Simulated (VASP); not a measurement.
# PdRh6 (Rh (110), 7 layers) in VASP: single point with PBE

Aim: the single point of PdRh6 (Rh (110), 7 layers) with PBE.

Program: VASP 6.6.1. These are calculated values, not measurements. Logs are shortened: lines on timing, memory, paths and dates and some standing lists are left out, and cuts for length are marked.

## 1. The cell of the first run

The cell holds a slab with vacuum, 7 atoms: a = 2.710 Å, b = 3.832 Å, c = 24.129 Å, α = 90.00°, β = 90.00°, γ = 90.00°.

## 2. Single point, PBE

INCAR reads:

```
ALGO = Normal ; DIPOL = 0.5 0.5 0.500
EDIFF = 1E-7 ; ENCUT = 520
GGA = PE ; IDIPOL = 3
ISIF = 2 ; ISMEAR = -1
LASPH = T ; LCHARG = T
LDIPOL = T ; LELF = T
LREAL = F ; LVACPOTAV = T
LVHAR = T ; LWAVE = F
NBANDS = 59 ; NELM = 100
PREC = Accurate ; SIGMA = 0.1
```

KPOINTS reads:

```
k-points
0
Gamma
  12 9 1
```

POSCAR reads:

```
PdRh6
1.0
    2.7095956933      0.0000000000      0.0000000000
    0.0000000000      3.8319469780      0.0000000000
    0.0000000000      0.0000000000     24.1288000000
Pd Rh
1 6
Direct
    0.0000000000      0.0000000000      0.3363521863
    0.5000000000      0.5000000000      0.3863735048
    0.0000000000      0.0000000000      0.4447619560
    0.5000000000      0.5000000000      0.4999999996
    0.0000000000      0.0000000000      0.5552380436
    0.5000000000      0.5000000000      0.6136264961
    0.0000000000      0.0000000000      0.6636478136
```

Potentials or basis: VASP PAW PBE potentials, release 64 (Pd, Rh_pv).

Started as:

```bash
$ cat potpaw_PBE.64/Pd/POTCAR potpaw_PBE.64/Rh_pv/POTCAR > POTCAR
$ mpirun -np 1 vasp_std > vasp.out
```

OUTCAR:

```text
EDIFF = 1E-7
   ENCUT = 520
   GGA = PE
   ISIF = 2
   ISMEAR = -1
   LASPH = T
   LREAL = F
   NELM = 100
   PREC = Accurate

 ion  position               nearest neighbor table
   1  0.000  0.000  0.336-   3 2.62   2 2.64   2 2.64   2 2.64   2 2.64
   2  0.500  0.500  0.386-   1 2.64   1 2.64   1 2.64   1 2.64   3 2.74   3 2.74   3 2.74   3 2.74
                             4 2.74
   3  0.000  0.000  0.445-   1 2.62   5 2.67   4 2.70   4 2.70   4 2.70   4 2.70   2 2.74   2 2.74
                             2 2.74   2 2.74
   4  0.500  0.500  0.500-   3 2.70   3 2.70   3 2.70   3 2.70   5 2.70   5 2.70   5 2.70   5 2.70
                             2 2.74   6 2.74
   5  0.000  0.000  0.555-   7 2.62   3 2.67   4 2.70   4 2.70   4 2.70   4 2.70   6 2.74   6 2.74
                             6 2.74   6 2.74
   6  0.500  0.500  0.614-   7 2.64   7 2.64   7 2.64   7 2.64   5 2.74   5 2.74   5 2.74   5 2.74
                             4 2.74
   7  0.000  0.000  0.664-   5 2.62   6 2.64   6 2.64   6 2.64   6 2.64

  LATTYP: Found a simple orthorhombic cell.
 ALAT       =     2.7095956933
 B/A-ratio  =     1.4142135624
 C/A-ratio  =     8.9049447708

  Lattice vectors:

 A1 = (   2.7095956933,   0.0000000000,   0.0000000000)
 A2 = (   0.0000000000,   3.8319469780,   0.0000000000)
 A3 = (   0.0000000000,   0.0000000000,  24.1288000000)

Analysis of symmetry for initial positions (statically):
=====================================================================
 Subroutine PRICEL returns:
 Original cell was already a primitive cell.

 Routine SETGRP: Setting up the symmetry group for a
 simple orthorhombic supercell.

 Subroutine GETGRP returns: Found  4 space group operations
 (whereof  4 operations were pure point group operations)
 out of a pool of  8 trial point group operations.

The static configuration has the point symmetry C_2v.

Analysis of symmetry for dynamics (positions and initial velocities):
=====================================================================
 Subroutine PRICEL returns:
 Original cell was already a primitive cell.

 Routine SETGRP: Setting up the symmetry group for a
 simple orthorhombic supercell.

 Subroutine GETGRP returns: Found  4 space group operations
 (whereof  4 operations were pure point group operations)
 out of a pool of  8 trial point group operations.

The dynamic configuration has the point symmetry C_2v.

 Subroutine INISYM returns: Found  4 space group operations
 (whereof  4 operations are pure point group operations),
 and found     1 'primitive' translations

----------------------------------------------------------------------------------------

                                     Primitive cell

  volume of cell :     250.5300

  direct lattice vectors                    reciprocal lattice vectors
     2.709595693  0.000000000  0.000000000     0.369058750  0.000000000  0.000000000
     0.000000000  3.831946978  0.000000000     0.000000000  0.260963945  0.000000000
     0.000000000  0.000000000 24.128800000     0.000000000  0.000000000  0.041444249

  length of vectors
     2.709595693  3.831946978 24.128800000     0.369058750  0.260963945  0.041444249

  position of ions in fractional coordinates (direct lattice)
     0.000000000  0.000000000  0.336352186
     0.500000000  0.500000000  0.386373505
     0.000000000  0.000000000  0.444761956
     0.500000000  0.500000000  0.500000000
     0.000000000  0.000000000  0.555238044
     0.500000000  0.500000000  0.613626496
     0.000000000  0.000000000  0.663647814

  ion indices of the primitive-cell ions
   primitive index   ion index
                 1           1
                 2           2
                 3           3
                 4           4
                 5           5
                 6           6
                 7           7

----------------------------------------------------------------------------------------

 KPOINTS: k-points

Automatic generation of k-mesh.
 Grid dimensions read from file:
 generate k-points for:   12    9    1

 Generating k-lattice:

  Cartesian coordinates                     Fractional coordinates (reciprocal lattice)
     0.030754896  0.000000000  0.000000000     0.083333333  0.000000000  0.000000000
     0.000000000  0.028995994  0.000000000     0.000000000  0.111111111  0.000000000
     0.000000000  0.000000000  0.041444249     0.000000000  0.000000000  1.000000000

  Length of vectors
     0.030754896  0.028995994  0.041444249

  Shift w.r.t. Gamma in fractional coordinates (k-lattice)
     0.000000000  0.000000000  0.000000000

 Subroutine IBZKPT returns following result:
 ===========================================

 Found     35 irreducible k-points:

 Following reciprocal coordinates:
            Coordinates               Weight
  0.000000  0.000000  0.000000      1.000000
  0.083333  0.000000  0.000000      2.000000
  0.166667  0.000000  0.000000      2.000000
  0.250000  0.000000  0.000000      2.000000
  0.333333  0.000000  0.000000      2.000000
  0.416667  0.000000  0.000000      2.000000
[... 16 lines left out ...]
  0.083333  0.333333  0.000000      4.000000
  0.166667  0.333333  0.000000      4.000000
 [... further k-points ...]
   k-points           NKPTS =     35   k-points in BZ     NKDIM =     35   number of bands    NBANDS=     59
   number of dos      NEDOS =    301   number of ions     NIONS =      7
   total plane-waves  NPLWV = 100800
   dimension x,y,z NGX =    20 NGY =   28 NGZ =  180
   dimension x,y,z NGXF=    40 NGYF=   56 NGZF=  360
   ions per type =               1   6
   NGX,Y,Z   is equivalent  to a cutoff of  12.27, 12.15, 12.40 a.u.
   NGXF,Y,Z  is equivalent  to a cutoff of  24.54, 24.30, 24.80 a.u.
 SYSTEM =  unknown system
   PREC   = accura    normal or accurate (medium, high low for compatibility)
   ISTART =      0    job   : 0-new  1-cont  2-samecut
   ICHARG =      2    charge: 1-file 2-atom 10-const
   ISPIN  =      1    spin polarized calculation?
   LNONCOLLINEAR =      F non collinear calculations
   LSORBIT =      F    spin-orbit coupling
   LASPH  =      T    aspherical Exc in radial PAW
   ENCUT  =  520.0 eV  38.22 Ry    6.18 a.u.   5.04  7.12 44.86*2*pi/ulx,y,z
   NELM   =    100;   NELMIN=  2; NELMDL= -5     # of ELM steps
   EDIFF  = 0.1E-06   stopping-criterion for ELM
   LREAL  =      F    real-space projection
   EDIFFG = 0.1E-05   stopping-criterion for IOM
   NSW    =      0    number of steps for IOM
   IBRION =     -1    ionic relax: 0-MD 1-quasi-New 2-CG
   NFREE  =      0    steps in history (QN), initial steepest desc. (CG)
   ISIF   =      2    stress and relaxation
   ISYM   =      2    0-nonsym 1-usesym 2-fastsym
   POTIM  = 0.5000    time-step for ionic-motion
   TEBEG  =    0.0;   TEEND  =   0.0 temperature during run
   PSTRESS=    0.0 pullay stress
   NELECT =     100.0000    total number of electrons
   NUPDOWN=      -1.0000    fix difference up-down
   EMIN   =  10.00;   EMAX   =-10.00  energy-range for DOS
   EFERMI =   0.00;   METHOD = LEGACY
   ISMEAR =    -1;   SIGMA  =   0.10  broadening in eV -4-tet -1-fermi 0-gaus
   EFERMI_NEDOS =   21; number of points for ismear=-14 and -15
   IALGO  =     38    algorithm
   IMIX   =      4    mixing-type and parameters
     AMIX     =   0.40;   BMIX     =  1.00
     AMIX_MAG =   1.60;   BMIX_MAG =  1.00
  volume/ion in A,a.u.               =      35.79       241.52
  Fermi-wavevector in a.u.,A,eV,Ry     =   1.205373  2.277825 19.768244  1.452925
  Thomas-Fermi vector in A             =   2.341072
   LORBIT       =      0    0 simple, 1 ext, 2 COOP (PROOUT), +10 PAW based schemes
   GGA     = PE    functional components
   LHFCALC =     F    Hartree Fock is set to
   AEXX    =    0.0000 exact exchange contribution
   IVDW    =     0    specifies the selected vdW correction
   LEPSILON=     F    determine dielectric tensor
   LRPA    =     F    only Hartree local field effects (RPA)
 non-spin polarized calculation
  energy-cutoff  :      520.00
  volume of cell :      250.53
 maximum number of plane-waves:      6806
   NGX = 11   NGY = 15   NGZ = 89

 dipolmoment           0.000000      0.000000      0.001234 electrons x Angstroem

 number of electron     100.0000066 magnetization

 dipolmoment           0.000000      0.000000     -0.006687 electrons x Angstroem

 Free energy of the ion-electron system (eV)
  ---------------------------------------------------
  ext. energy  EPLUGINS =         0.00000000
  ---------------------------------------------------
  free energy    TOTEN  =       -46.15361914 eV

  energy without entropy =      -45.77179160  energy(sigma->0) =      -45.96270537

 E-fermi :   1.5911     XC(G=0):  -6.2327

 val. band max:        1.5901119888   @ k =   0.3333   0.2222   0.0000
 cond. band min:       1.6100541017   @ k =   0.3333   0.2222   0.0000
 fundamental gap:      0.0199421130
 Fermi energy:         1.5910760404

 k-point     1 :       0.0000    0.0000    0.0000
  band No.  band energies     occupation
      1     -45.3211      2.00000
      2     -45.2405      2.00000
      3     -45.1953      2.00000
      4     -45.1067      2.00000
      5     -45.0122      2.00000
      6     -45.0121      2.00000
[... 51 lines left out ...]
     58       4.2395      0.00000
     59       5.8285      0.00000

 k-point     2 :       0.0833    0.0000    0.0000
  band No.  band energies     occupation
      1     -45.3094      2.00000
      2     -45.2427      2.00000
      3     -45.1870      2.00000
      4     -45.1083      2.00000
      5     -45.0150      2.00000
      6     -45.0088      2.00000
[... 51 lines left out ...]
     58       4.3507      0.00000
     59       6.1224      0.00000

 k-point     3 :       0.1667    0.0000    0.0000
  band No.  band energies     occupation
      1     -45.2754      2.00000
      2     -45.2519      2.00000
      3     -45.1634      2.00000
      4     -45.1208      2.00000
      5     -45.0385      2.00000
      6     -45.0196      2.00000
[... 1238 lines left out ...]
      5     -44.9947      2.00000
      6     -44.9449      2.00000
[... 51 lines left out ...]
     58       3.1250      0.00000
     59       4.2639      0.00000

 k-point    24 :       0.1667    0.3333    0.0000
  band No.  band energies     occupation
      1     -45.3378      2.00000
      2     -45.2457      2.00000
      3     -45.2055      2.00000
      4     -45.1250      2.00000
      5     -45.0240      2.00000
      6     -45.0020      2.00000
[... 51 lines left out ...]
     58       4.0483      0.00000
     59       5.0697      0.00000

 [... further k-points ...]
[... 5 lines left out ...]
  --------------------------------------------------------------------------------------
  -------------------------------------------------------------------------------------
  Total       -1.5310735     -0.2069239      0.7926992      0.0000000      0.0000000      0.0000000
  in kB       -9.7914477     -1.3233097      5.0694316      0.0000000      0.0000000      0.0000000
  external PRESSURE =      -2.0151086 kB  Pullay stress =       0.0000000 kB

 VOLUME and BASIS-vectors are now :
 -----------------------------------------------------------------------------
  energy-cutoff  :      520.00
  volume of cell :      250.53
      direct lattice vectors                 reciprocal lattice vectors
     2.709595693  0.000000000  0.000000000     0.369058750  0.000000000  0.000000000
     0.000000000  3.831946978  0.000000000     0.000000000  0.260963945  0.000000000
     0.000000000  0.000000000 24.128800000     0.000000000  0.000000000  0.041444249

 POSITION                                       TOTAL-FORCE (eV/Angst)
 -----------------------------------------------------------------------------------
      0.00000      0.00000      8.11577         0.000000      0.000000     -1.004362
      1.35480      1.91597      9.32273         0.000000      0.000000      0.895304
      0.00000      0.00000     10.73157         0.000000      0.000000      0.317625
      1.35480      1.91597     12.06440         0.000000      0.000000     -0.161646
      0.00000      0.00000     13.39723         0.000000      0.000000      0.028199
      1.35480      1.91597     14.80607         0.000000      0.000000     -0.013115
      0.00000      0.00000     16.01303         0.000000      0.000000     -0.062005
 -----------------------------------------------------------------------------------
    total drift:                               -0.000000      0.000000      0.000343

  FREE ENERGIE OF THE ION-ELECTRON SYSTEM (eV)
  ---------------------------------------------------
  free  energy   TOTEN  =       -46.1536191434 eV

  energy  without entropy=      -45.7717915950  energy(sigma->0) =      -45.96270537

 vacuum level on the upper side and lower side of the slab         6.285         6.402
```

It took 10 min on 1 thread of Intel Xeon Platinum 8559C (Emerald Rapids), shared host; peak memory 0.54 GiB.

Results:

```
Free energy            : -46.1536 eV
Largest force          : 1.004 eV/Å
Band gap on the k mesh : zero (band 50 reaches 2.19 eV, above the bottom of band 51 at 1.28 eV)
```

Forces in eV/Å, atoms in the order of the input:
```
Pd   0.000  0.000 -1.004
Rh   0.000  0.000  0.895
Rh   0.000  0.000  0.318
Rh   0.000  0.000 -0.162
Rh   0.000  0.000  0.028
Rh   0.000  0.000 -0.013
Rh   0.000  0.000 -0.062
```
